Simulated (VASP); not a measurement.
# Mg12Au in VASP: further runs, part 2 of 2

VASP 6.6.1. The steps go on from the part before.

## Step 3: Single point, PBE

Input file INCAR:

```
SYSTEM = Mg12Au
ALGO = Normal
EDIFF = 1E-7
ENCUT = 520
GGA = PE
ISIF = 2
ISMEAR = 0
LASPH = .TRUE.
LCHARG = .FALSE.
LREAL = .FALSE.
LWAVE = .FALSE.
NBANDS = 30
NELM = 80
PREC = Accurate
SIGMA = 0.1
```

Input file KPOINTS:

```
k-points
0
G
  3 3 1
  0 0 0
```

Input file POSCAR:

```
Mg12Au
1.0
    6.4200000000      0.0000000000      0.0000000000
    3.2100000000      5.5598830000      0.0000000000
    0.0000000000      0.0000000000     16.2130400000
Mg Au
12 1
Direct
    0.0000000000      0.0000000000      0.0616786858
    0.5000000000      0.0000000000      0.0616786858
   -0.0000000450      0.5000000899      0.0616786858
    0.4999999550      0.5000000899      0.0616786858
   -0.1668679676      0.3335624149      0.2202586313
    0.3370311973      0.3261363593      0.2168497703
   -0.1670841388      0.8313570627      0.2234422416
    0.3352212416      0.8315011305      0.2236686026
   -0.0006785574      0.0007739371      0.3843944751
    0.5148205066     -0.0301020723      0.3904045756
    0.0247539298      0.4803503959      0.3750159131
    0.4943054541      0.4802137023      0.3749814347
    0.7143538132      0.5704073269      0.4916554823
```

Potentials or basis: VASP PAW PBE potentials, release 64 (Mg, Au).

Command:

```bash
> cat potpaw_PBE.64/Mg/POTCAR potpaw_PBE.64/Au/POTCAR > POTCAR
> mpirun -np 1 vasp_std > vasp.out
```

Wall time 2.2 min (1 thread of Intel Xeon 6975P-C (Granite Rapids), shared host); peak memory 0.61 GiB.

The run converged. Its results:

| Quantity | Value |
| --- | --- |
| Free energy | -18.7181 eV |
| Largest force | 0.121 eV/Å |
| Band gap on the k mesh | zero (an odd number of electrons rules out a gap without spin polarisation) |

Forces on the atoms (eV/Å):
```
Mg   0.001 -0.007  0.024
Mg  -0.002 -0.109  0.005
Mg  -0.071  0.039 -0.007
Mg   0.071  0.041 -0.006
Mg   0.000 -0.012  0.007
Mg  -0.004 -0.002  0.002
Mg   0.002 -0.007  0.004
Mg   0.001 -0.007 -0.004
Mg  -0.001 -0.028 -0.036
Mg   0.000 -0.005 -0.006
Mg  -0.021 -0.012  0.009
Mg   0.023 -0.012  0.012
Au   0.001  0.121 -0.006
```

Levels at points of the mesh, in eV from the Fermi level:
| k point | band 14 | band 15 | band 16 | band 17 | band 18 | band 19 | band 20 | band 21 |
| --- | --- | --- | --- | --- | --- | --- | --- | --- |
| (0.00, 0.00, 0.00) | -1.63 | -1.56 | -0.73 | -0.71 | -0.68 | -0.29 | -0.14 | -0.14 |

Caveat: the k points lie up to 0.38 Å⁻¹ apart, too coarse for converged energies and pressures of a metal; spin-orbit coupling is left out, which moves the levels of the heavy elements.

## Step 4: Single point, PBE

Input file INCAR:

```
SYSTEM = Mg12Au
  ALGO = Normal
  EDIFF = 1E-6
  ENCUT = 520
  GGA = PE
  ISIF = 2
  ISMEAR = 0
  LASPH = .True.
  LCHARG = .True.
  LELF = .True.
  LREAL = .False.
  LVHAR = .True.
  LWAVE = .False.
  NBANDS = 30
  NELM = 80
  PREC = Accurate
  SIGMA = 0.1
```

Input file KPOINTS:

```
k-points
0
Gamma
  3 3 1
  0 0 0
```

Input file POSCAR:

```
Mg12Au
1.0
    6.4200000000      0.0000000000      0.0000000000
    3.2100000000      5.5598830000      0.0000000000
    0.0000000000      0.0000000000     16.2130400000
Mg Au
12 1
Direct
    0.0000000000      0.0000000000      0.0616786858
    0.5000000000      0.0000000000      0.0616786858
   -0.0000000450      0.5000000899      0.0616786858
    0.4999999550      0.5000000899      0.0616786858
   -0.1689907432      0.3376867823      0.2199507927
    0.3361687067      0.3276086925      0.2166012666
   -0.1692638819      0.8374084491      0.2239114935
    0.3315240885      0.8374892062      0.2240228236
   -0.0095361707      0.0186642417      0.3905577856
    0.5191197956     -0.0385763513      0.3933629350
    0.0254426272      0.4895097613      0.3721030109
    0.4846970408      0.4894171334      0.3721990447
    0.7501409156      0.4995281376      0.4887949453
```

Command:

```bash
> cat potpaw_PBE.64/Mg/POTCAR potpaw_PBE.64/Au/POTCAR > POTCAR
> mpirun -np 1 vasp_std > vasp.out
```

It took 2.1 min on 1 thread of Intel Xeon 6975P-C (Granite Rapids), shared host; peak memory 0.6 GiB.

Results (log left out):

```yaml
Free_energy: -18.6789 eV
Largest_force: 0.107 eV/Å
Band_gap_on_the_k_mesh: zero (an odd number of electrons rules out a gap without spin polarisation)
```

Forces on the atoms (eV/Å):
```
Mg   0.000  0.019  0.025
Mg  -0.001 -0.106  0.016
Mg  -0.085  0.043 -0.013
Mg   0.084  0.045 -0.013
Mg   0.001 -0.002  0.000
Mg  -0.001  0.001 -0.001
Mg   0.001  0.000  0.004
Mg   0.000 -0.001  0.002
Mg   0.000 -0.003 -0.010
Mg   0.000 -0.006 -0.003
Mg  -0.003 -0.002  0.002
Mg   0.003 -0.002  0.001
Au   0.001  0.014 -0.012
```

Levels at points of the mesh, in eV from the Fermi level:
| k point | band 14 | band 15 | band 16 | band 17 | band 18 | band 19 |
| --- | --- | --- | --- | --- | --- | --- |
| (0.00, 0.00, 0.00) | -1.63 | -1.53 | -0.72 | -0.72 | -0.66 | -0.28 |

Caveat: the k points lie up to 0.38 Å⁻¹ apart, too coarse for converged energies and pressures of a metal; spin-orbit coupling is left out, which moves the levels of the heavy elements.

## Step 5: Single point, PBE

Input file INCAR:

```
SYSTEM = Mg12Au
  PREC = Accurate
  ENCUT = 520
  EDIFF = 1E-6
  ISMEAR = 0
  SIGMA = 0.1
  LREAL = .False.
  LASPH = .True.
  NELM = 60
  ALGO = Normal
  ISIF = 2
  LWAVE = .False.
  LCHARG = .True.
  GGA = PE
  LELF = .True.
  LVHAR = .True.
  NBANDS = 30
```

Input file KPOINTS:

```
Automatic mesh
0
Gamma
  3 3 1
  0 0 0
```

Input file POSCAR:

```
Mg12Au
1.0
    6.4200000000      0.0000000000      0.0000000000
    3.2100000000      5.5598830000      0.0000000000
    0.0000000000      0.0000000000     16.2130400000
Mg Au
12 1
Direct
    0.0000000000      0.0000000000      0.0616786858
    0.5000000000      0.0000000000      0.0616786858
   -0.0000000450      0.5000000899      0.0616786858
    0.4999999550      0.5000000899      0.0616786858
   -0.1694985281      0.3387145017      0.2207621149
    0.3347759055      0.3302706190      0.2185499450
   -0.1699645088      0.8396698276      0.2229985863
    0.3300109296      0.8396993246      0.2230754997
   -0.0093298985      0.0182439091      0.3903437603
    0.5088606171     -0.0181072156      0.3877743471
    0.0151116231      0.5044589967      0.3741834351
    0.4800965200      0.5042973027      0.3742759532
    0.7856695108      0.4285201685      0.4902567933
```

Potentials or basis: VASP PAW PBE potentials, release 64 (Mg, Au).

Command:

```bash
> cat potpaw_PBE.64/Mg/POTCAR potpaw_PBE.64/Au/POTCAR > POTCAR
> mpirun -np 1 vasp_std > vasp.out
```

OUTCAR:

```text
SYSTEM = Mg12Au
   PREC = Accurate
   ENCUT = 520
   EDIFF = 1E-6
   ISMEAR = 0
   LREAL = .False.
   LASPH = .True.
   NELM = 60
   ISIF = 2
   GGA = PE

 ion  position               nearest neighbor table
   1  0.000  0.000  0.062-   5 3.19   7 3.20   8 3.20   4 3.21   3 3.21   2 3.21   2 3.21   3 3.21
                             4 3.21
   2  0.500  0.000  0.062-   6 3.14   7 3.20   8 3.20   3 3.21   4 3.21   1 3.21   1 3.21   4 3.21
                             3 3.21
   3  1.000  0.500  0.062-   6 3.15   5 3.17   2 3.21   1 3.21   4 3.21   4 3.21   1 3.21   2 3.21
                             7 3.23
[... 386 lines left out ...]
  energy-cutoff  :      520.00
  volume of cell :      578.72
      direct lattice vectors                 reciprocal lattice vectors
     6.420000000  0.000000000  0.000000000     0.155763240 -0.089929950  0.000000000
     3.210000000  5.559883000  0.000000000     0.000000000  0.179859900  0.000000000
     0.000000000  0.000000000 16.213040000     0.000000000  0.000000000  0.061678747

 POSITION                                       TOTAL-FORCE (eV/Angst)
 -----------------------------------------------------------------------------------
      0.00000      0.00000      1.00000         0.000121      0.045617      0.009195
      3.21000      0.00000      1.00000        -0.000765     -0.055009      0.019636
      8.02500      2.77994      1.00000        -0.070510      0.017156     -0.007748
      4.81500      2.77994      1.00000         0.069856      0.017755     -0.007399
      6.41909      1.88321      3.57922         0.000246      0.001258      0.004343
      3.20943      1.83627      3.54336        -0.000196      0.004822      0.011477
      8.02417      4.66847      3.61548         0.000677      0.004389     -0.002913
      4.81410      4.66863      3.61673        -0.000270      0.003653     -0.004230
      6.41866      0.10143      6.32866         0.000434      0.002312     -0.003869
      6.41876      5.45921      6.28700        -0.000083      0.037207     -0.036726
      1.71633      2.80473      6.06665        -0.007259      0.024903      0.011517
      4.70101      2.80383      6.06815         0.007535      0.026700      0.009970
      6.41955      2.38252      7.94855         0.000214     -0.130764     -0.003252
 -----------------------------------------------------------------------------------
    total drift:                                0.000007      0.000200     -0.000296

  FREE ENERGIE OF THE ION-ELECTRON SYSTEM (eV)
  ---------------------------------------------------
  free  energy   TOTEN  =       -18.7128341477 eV

  energy  without entropy=      -18.6322279065  energy(sigma->0) =      -18.67253103
```

stdout:

```text
POSCAR found type information on POSCAR MgAu
 POSCAR found :  2 types and      13 ions
 scaLAPACK will be used
 LDA part: xc-table for (Slater+PW92), standard interpolation
 POSCAR, INCAR and KPOINTS ok, starting setup
 FFT: planning ... GRIDC
 FFT: planning ... GRID_SOFT
 FFT: planning ... GRID
 WAVECAR not read
 entering main loop
```

It took 2.3 min on 1 thread of Intel Xeon 6975P-C (Granite Rapids), shared host; peak memory 0.61 GiB.

Results:

```yaml
Free_energy: -18.7128 eV
Largest_force: 0.131 eV/Å
Band_gap_on_the_k_mesh: zero (an odd number of electrons rules out a gap without spin polarisation)
```

Forces on the atoms (eV/Å):
```
Mg   0.000  0.046  0.009
Mg  -0.001 -0.055  0.020
Mg  -0.071  0.017 -0.008
Mg   0.070  0.018 -0.007
Mg   0.000  0.001  0.004
Mg   0.000  0.005  0.011
Mg   0.001  0.004 -0.003
Mg   0.000  0.004 -0.004
Mg   0.000  0.002 -0.004
Mg   0.000  0.037 -0.037
Mg  -0.007  0.025  0.012
Mg   0.008  0.027  0.010
Au   0.000 -0.131 -0.003
```

Caveat: the k points lie up to 0.38 Å⁻¹ apart, too coarse for converged energies and pressures of a metal; spin-orbit coupling is left out, which moves the levels of the heavy elements.

## Step 6: Overview

| cell | gap on the mesh (eV) | largest force (eV/Å) |
| --- | --- | --- |
| as given, atomic positions A | none | 0.11 |
| as given, atomic positions B | none | 0.12 |
| as given, atomic positions C | none | 0.11 |
| as given, atomic positions D | none | 0.13 |

Alike in all rows: task single point; level PBE; potentials or basis VASP PAW PBE potentials, release 64 (Mg, Au); no spin polarisation; k mesh 3 × 3 × 1; cutoff (eV) 520; smearing gaussian 0.1 eV.

Caveats: all runs use coarse meshes; spin-orbit coupling is left out, which moves the levels of the heavy elements.

Total energies depend on the potentials used, so only differences within one code and one set of settings carry meaning.
